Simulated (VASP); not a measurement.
Crystal: Cd.

```
Cd
1.0
    -1.78432    1.78432    1.78432
     1.78432   -1.78432    1.78432
     1.78432    1.78432   -1.78432
Cd
1
Direct
  0.00000 0.00000 0.00000
```

```yaml
Program: VASP 6.6.1
Task: relaxation of cell and atoms
Functional: PBE
Potentials_or_basis: VASP PAW PBE potentials, release 64 (Cd)
Cutoff: 600 eV
k_mesh: 16 × 16 × 16
Occupations: gaussian, width 0.1 eV
Spin: no spin polarisation
```

At the start: pressure 1.2 GPa; volume 22.72 Å³/atom.

Question: How do energy, volume and symmetry change on relaxing?

Answer: Over 3 steps the energy falls by 2.6 meV/atom and the volume is 23.40 Å³/atom (+3.0 %); space group Im-3m (No. 229, to 0.05 Å).

The path:
```tsv
step	energy change (eV)	largest force (eV/Å)	pressure (GPa)	volume (Å³)
1	0.0000	0.0000	1.25	22.72
2	-0.0025	0.0000	0.15	23.31
3	-0.0026	0.0000	0.01	23.40
```

Final structure:
```cif
data_structure
_symmetry_space_group_name_H-M 'P 1'
_symmetry_Int_Tables_number 1
_cell_length_a 3.1209
_cell_length_b 3.1209
_cell_length_c 3.1209
_cell_angle_alpha 109.471
_cell_angle_beta 109.471
_cell_angle_gamma 109.471
_cell_volume 23.40
loop_
_atom_site_label
_atom_site_type_symbol
_atom_site_fract_x
_atom_site_fract_y
_atom_site_fract_z
_atom_site_occupancy
Cd1 Cd 0.00000 0.00000 0.00000 1
```
